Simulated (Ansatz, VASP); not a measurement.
Given: the input of a run of VASP 6.6.1 on GeW.

File INCAR:

```
  PREC = Accurate
  ENCUT = 520
  EDIFF = 1E-6
  ISMEAR = 0
  SIGMA = 0.03
  LREAL = F
  LASPH = T
  NELM = 60
  ALGO = Normal
  ISIF = 2
  LWAVE = F
  LCHARG = F
  GGA = PE
  NBANDS = 21
```

KPOINTS

```
regular mesh
0
Gamma
  9 9 9
```

File POSCAR:

```
GeW
1.0
    0.0000000000      2.5776100000      2.5776100000
    2.5776100000      0.0000000000      2.5776100000
    2.5776100000      2.5776100000      0.0000000000
Ge W
1 1
Direct
    0.5000000000      0.5000000000      0.5000000000
    0.0000000000      0.0000000000      0.0000000000
```

Potentials or basis: VASP PAW PBE potentials, release 64 (Ge_d, W_sv).

Launch:

```bash
$ cat potpaw_PBE.64/Ge_d/POTCAR potpaw_PBE.64/W_sv/POTCAR > POTCAR
$ mpirun -np 1 vasp_std > vasp.out
```

**Question.** Translate it to Ansatz 0.2.0. Potentials there: Ansatz PAW.

**Answer.** As run (the cutoff follows the program's own potentials):

The input input.yaml:

```yaml
crystal:
  lattice:
    - [0.0, 2.57761, 2.57761]
    - [2.57761, 0.0, 2.57761]
    - [2.57761, 2.57761, 0.0]
  atoms:
    - { symbol: Ge, position: [0.5, 0.5, 0.5] }
    - { symbol: W, position: [0.0, 0.0, 0.0] }
hamiltonian:
  xc: pbe
  pseudopotentials: { kind: paw }
kpoints:
  mp_grid: { grid: [9, 9, 9] }
scf:
  occupations: { method: gaussian, width: 0.03 }
output:
  forces: true
  stress: true
  eigenvalues: true
```

Potentials or basis: Ansatz PAW.

Command:

```sh
$ ansatz run input.yaml --threads 2 --pin off --max-ram 5632MiB --backend cpu --events-out ev --progress --plain --runs-dir out
```

Both were run:

|  | VASP | Ansatz | Ansatz less VASP |
| --- | --- | --- | --- |
| gap on the k mesh at the Fermi level (eV) | none | none | - |
| pressure (GPa) | 0.4 | 0.2 | -0.24 |

A gap of «none» marks a metal or a gap that the smearing closes. The functional is the same, so the differences come from potentials, cutoffs and numerics.

Spin-orbit coupling is off throughout.
